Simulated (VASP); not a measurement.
# Ba (Im-3m) in VASP: further runs, part 2 of 2

VASP 6.6.1.

## (3) Single point, PBE

This run uses another cell than the first one, of 62.40 Å³/atom, 1.024 times its volume.

INCAR

```
PREC = Accurate ; ENCUT = 520
EDIFF = 1E-6 ; ISMEAR = -1
SIGMA = 0.1 ; LREAL = False
LASPH = True ; NELM = 100
ALGO = Normal ; ISIF = 2
LWAVE = False ; LCHARG = False
GGA = PE ; NBANDS = 11
```

KPOINTS

```
regular mesh
0
Gamma
  5 5 5
```

POSCAR

```
Ba
1.0
   -2.4986240000      2.4986240000      2.4986240000
    2.4986240000     -2.4986240000      2.4986240000
    2.4986240000      2.4986240000     -2.4986240000
Ba
1
Direct
    0.0000000000      0.0000000000      0.0000000000
```

Potentials or basis: VASP PAW PBE potentials, release 64 (Ba_sv).

Started as:

```sh
$ cat potpaw_PBE.64/Ba_sv/POTCAR > POTCAR
$ mpirun -np 1 vasp_std > vasp.out
```

It took 11 s on 1 thread of Intel Xeon 8259CL, shared host; peak memory 0.17 GiB.

It converged, with:

```
Free energy            : -1.9342 eV
Pressure               : 0.1 GPa
Band gap on the k mesh : zero (band 5 reaches 1.87 eV, above the bottom of band 6 at 1.33 eV)
```

Levels at points of the mesh, in eV from the Fermi level:
```
           k point  band 3  band 4  band 5  band 6  band 7  band 8
(0.00, 0.00, 0.00)  -13.86  -13.86   -2.81    1.79    1.79    1.79
```

Caveat: spin-orbit coupling is left out, which moves the levels of the heavy elements.

## (4) Single point, PBE

This run uses another cell than the first one, of 62.40 Å³/atom, 1.024 times its volume.

INCAR

```
SYSTEM = Ba
PREC = Accurate
ENCUT = 520
EDIFF = 1E-6
ISMEAR = -1
SIGMA = 0.1
LREAL = .False.
LASPH = .True.
NELM = 100
ALGO = Normal
ISIF = 2
LWAVE = .False.
LCHARG = .False.
GGA = PE
NBANDS = 11
```

KPOINTS

```
Automatic mesh
0
Gamma
  5 5 5
  0 0 0
```

POSCAR is that of step 3.

Started as:

```sh
$ cat potpaw_PBE.64/Ba_sv/POTCAR > POTCAR
$ mpirun -np 1 vasp_std > vasp.out
```

It took 9.7 s on 1 thread of Intel Xeon 8259CL, shared host; peak memory 0.17 GiB.

Results (log left out):

| Property | Result |
| --- | --- |
| Free energy | -1.9342 eV |
| Pressure | 0.1 GPa |
| Band gap on the k mesh | zero (band 5 reaches 1.87 eV, above the bottom of band 6 at 1.33 eV) |

Levels at points of the mesh, in eV from the Fermi level:
```csv
k point,band 3,band 4,band 5,band 6,band 7,band 8
"(0.00, 0.00, 0.00)",-13.86,-13.86,-2.81,1.79,1.79,1.79
```

Caveat: spin-orbit coupling is left out, which moves the levels of the heavy elements.

## (5) Relaxation of cell and atoms, PBE

This run uses another cell than the first one, of 62.40 Å³/atom, 1.024 times its volume.

INCAR

```
ALGO = Normal
EDIFF = 1E-7
EDIFFG = -0.01
ENCUT = 600
GGA = PE
IBRION = 2
ISIF = 3
ISMEAR = -1
LASPH = T
LCHARG = F
LREAL = F
LWAVE = F
NELM = 100
NSW = 60
PREC = Accurate
SIGMA = 0.1
```

KPOINTS

```
k-points
0
Gamma
  5 5 5
```

POSCAR is that of step 4.

Started as:

```sh
$ cat potpaw_PBE.64/Ba_sv/POTCAR > POTCAR
$ mpirun -np 1 vasp_std > vasp.out
```

Run time: 38 s. Hardware: 1 thread of Intel Xeon 8259CL, shared host; peak memory 0.2 GiB.

The run converged. Its results:

* Free energy: -1.9345 eV
* Relaxed volume: 63.12 Å³/atom
* Relaxed cell: a = 4.344 Å, b = 4.344 Å, c = 4.344 Å, α = 109.47°, β = 109.47°, γ = 109.47°
* Space group after relaxing (to 0.05 Å): Im-3m (No. 229)
* Energy gained by relaxing: 0.2 meV/atom
* Ionic steps: 3
* Pressure after relaxing: 0.0 GPa
* Band gap on the k mesh: zero (band 5 reaches 1.82 eV, above the bottom of band 6 at 1.31 eV)

Step by step:
| step | energy change (eV) | largest force (eV/Å) | pressure (GPa) | volume (Å³) |
| --- | --- | --- | --- | --- |
| 1 | 0.0000 | 0.0000 | 0.10 | 62.40 |
| 2 | -0.0002 | 0.0000 | 0.05 | 62.74 |
| 3 | -0.0002 | 0.0000 | 0.00 | 63.12 |

Final structure:
```xyz
1
Lattice="-2.5082 2.5082 2.5082 2.5082 -2.5082 2.5082 2.5082 2.5082 -2.5082" Properties=species:S:1:pos:R:3 pbc="T T T"
Ba    0.0000    0.0000    0.0000
```

Levels at points of the mesh, in eV from the Fermi level:
```csv
k point,band 3,band 4,band 5,band 6,band 7,band 8
"(0.00, 0.00, 0.00)",-13.89,-13.89,-2.80,1.78,1.78,1.78
```

Caveat: spin-orbit coupling is left out, which moves the levels of the heavy elements. PBE usually gives volumes a little too large and moduli too small.

## (6) Relaxation of cell and atoms, PBE

This run uses another cell than the first one, of 62.40 Å³/atom, 1.024 times its volume.

INCAR

```
SYSTEM = Ba
PREC = Accurate
ENCUT = 600
EDIFF = 1E-7
ISMEAR = -1
SIGMA = 0.1
LREAL = .False.
LASPH = .True.
NELM = 100
ALGO = Normal
ISIF = 3
LWAVE = .False.
LCHARG = .False.
GGA = PE
IBRION = 2
NSW = 60
EDIFFG = -0.01
```

KPOINTS

```
regular mesh
0
Gamma
  5 5 5
  0 0 0
```

POSCAR is that of step 5.

Potentials or basis: VASP PAW PBE potentials, release 64 (Ba_sv).

Started as:

```sh
$ cat potpaw_PBE.64/Ba_sv/POTCAR > POTCAR
$ mpirun -np 1 vasp_std > vasp.out
```

OUTCAR:

```text
SYSTEM = Ba
   PREC = Accurate
   ENCUT = 600
   EDIFF = 1E-7
   ISMEAR = -1
   LREAL = .False.
   LASPH = .True.
   NELM = 100
   ISIF = 3
   GGA = PE
   IBRION = 2
   NSW = 60
   EDIFFG = -0.01

 ion  position               nearest neighbor table
   1  0.000  0.000  0.000-

  LATTYP: Found a body centered cubic cell.
 ALAT       =     4.9972480000

  Lattice vectors:

 A1 = (  -2.4986240000,   2.4986240000,   2.4986240000)
 A2 = (   2.4986240000,  -2.4986240000,   2.4986240000)
 A3 = (   2.4986240000,   2.4986240000,  -2.4986240000)

Analysis of symmetry for initial positions (statically):
=====================================================================
 Subroutine PRICEL returns:
[... 161 lines left out ...]
  -------------------------------------------------------------------------------------
  Total        0.0382492      0.0382492      0.0382492      0.0000000      0.0000000     -0.0000000
  in kB        0.9821335      0.9821335      0.9821335      0.0000000      0.0000000     -0.0000000
  external PRESSURE =       0.9821335 kB  Pullay stress =       0.0000000 kB
[... 57 lines left out ...]
--------------------------------------- Ionic step        3  -------------------------------------------

 number of electron      10.0000001 magnetization

 Free energy of the ion-electron system (eV)
  ---------------------------------------------------
  ext. energy  EPLUGINS =         0.00000000
  ---------------------------------------------------
  free energy    TOTEN  =        -1.93449226 eV

  energy without entropy =       -1.89547287  energy(sigma->0) =       -1.91498256

 E-fermi :   1.6922     XC(G=0):  -7.4016

 val. band max:        1.6908289994   @ k =  -0.4000  -0.4000   0.2000
 cond. band min:       1.8183754106   @ k =   0.2000   0.2000   0.2000
 fundamental gap:      0.1275464112
 Fermi energy:         1.6921839734

 k-point     1 :       0.0000    0.0000    0.0000
  band No.  band energies     occupation
      1     -27.2445      2.00000
      2     -12.1958      2.00000
      3     -12.1958      2.00000
      4     -12.1958      2.00000
      5      -1.1078      2.00000
      6       3.4709      0.00000
      7       3.4709      0.00000
      8       3.4709      0.00000
      9       4.8680      0.00000
[... 134 lines left out ...]
  FREE ENERGIE OF THE ION-ELECTRON SYSTEM (eV)
  ---------------------------------------------------
  free  energy   TOTEN  =        -1.9344922615 eV

  energy  without entropy=       -1.8954728660  energy(sigma->0) =       -1.91498256

 reached required accuracy - stopping structural energy minimisation
```

Wall time 38 s (1 thread of Intel Xeon 8259CL, shared host); peak memory 0.2 GiB.

What came out:

* Free energy: -1.9345 eV
* Relaxed volume: 63.12 Å³/atom
* Relaxed cell: a = 4.344 Å, b = 4.344 Å, c = 4.344 Å, α = 109.47°, β = 109.47°, γ = 109.47°
* Space group after relaxing (to 0.05 Å): Im-3m (No. 229)
* Energy gained by relaxing: 0.2 meV/atom
* Ionic steps: 3
* Pressure after relaxing: 0.0 GPa
* Band gap on the k mesh: zero (band 5 reaches 1.82 eV, above the bottom of band 6 at 1.31 eV)

The path:
```
step  energy change (eV)  largest force (eV/Å)  pressure (GPa)  volume (Å³)
   1              0.0000                0.0000            0.10        62.40
   2             -0.0002                0.0000            0.05        62.74
   3             -0.0002                0.0000            0.00        63.12
```

Final structure:
```cif
data_structure
_symmetry_space_group_name_H-M 'P 1'
_symmetry_Int_Tables_number 1
_cell_length_a 4.3444
_cell_length_b 4.3444
_cell_length_c 4.3444
_cell_angle_alpha 109.471
_cell_angle_beta 109.471
_cell_angle_gamma 109.471
_cell_volume 63.12
loop_
_atom_site_label
_atom_site_type_symbol
_atom_site_fract_x
_atom_site_fract_y
_atom_site_fract_z
_atom_site_occupancy
Ba1 Ba 0.00000 0.00000 0.00000 1
```

Levels at points of the mesh, in eV from the Fermi level:
| k point | band 1 | band 2 | band 3 | band 4 | band 5 | band 6 | band 7 | band 8 | band 9 |
| --- | --- | --- | --- | --- | --- | --- | --- | --- | --- |
| (0.00, 0.00, 0.00) | -28.94 | -13.89 | -13.89 | -13.89 | -2.80 | 1.78 | 1.78 | 1.78 | 3.18 |

Caveat: spin-orbit coupling is left out, which moves the levels of the heavy elements. PBE usually gives volumes a little too large and moduli too small.

## (7) The runs side by side

```csv
task,level,cell,cutoff (eV),smearing,gap on the mesh (eV),pressure (GPa)
single point,PBE+D4,"a = 4.293 Å, angles 109.5°, 1 atom",520,gaussian 0.15 eV,none,0.0
single point,PBE,"a = 4.328 Å, angles 109.5°, 1 atom",520,fermi-dirac 0.1 eV,none,0.1
relaxation of cell and atoms,PBE,"relaxed from a = 4.328 Å, angles 109.5°, 1 atom",600,fermi-dirac 0.1 eV,none,0.0
```

Alike in all rows: potentials or basis VASP PAW PBE potentials, release 64 (Ba_sv); no spin polarisation; k mesh 5 × 5 × 5.

Caveats: spin-orbit coupling is left out, which moves the levels of the heavy elements; pairwise dispersion overbinds metals, which lowers pressure and volume (some runs).

Total energies depend on the potentials used, so only differences within one code and one set of settings carry meaning.
